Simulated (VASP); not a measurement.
Here is a VASP 6.6.1 calculation.

The input INCAR:

```
SYSTEM = SnTe
ALGO = Normal ; EDIFF = 1E-6
EDIFFG = -0.01 ; ENCUT = 600
GGA = PS ; IBRION = 2
ISIF = 3 ; ISMEAR = -1
IVDW = 12 ; LASPH = .True.
LCHARG = .False. ; LREAL = .False.
LWAVE = .False. ; NELM = 60
NSW = 60 ; PREC = Accurate
SIGMA = 0.05
```

File KPOINTS:

```
k-points
0
Gamma
  7 7 7
  0 0 0
```

POSCAR

```
SnTe
1.0
    0.0000000000      3.1508500000      3.1508500000
    3.1508500000      0.0000000000      3.1508500000
    3.1508500000      3.1508500000      0.0000000000
Te Sn
1 1
Direct
    0.5000000000      0.5000000000      0.5000000000
    0.0000000000      0.0000000000      0.0000000000
```

Potentials or basis: VASP PAW PBE potentials, release 64 (Te, Sn_d).

Launch:

```sh
$ cat potpaw_PBE.64/Te/POTCAR potpaw_PBE.64/Sn_d/POTCAR > POTCAR
$ mpirun -np 1 vasp_std > vasp.out
```

(1) What does it give for the relaxed cell?

(2) Predict the relaxed volume.

Answers

(1) a = 4.382 Å, b = 4.382 Å, c = 4.382 Å, α = 60.00°, β = 60.00°, γ = 60.00°.

(2) 29.75 Å³/atom.

Caveat: the PAW data sets were made with another functional, which shifts forces and pressure a little.
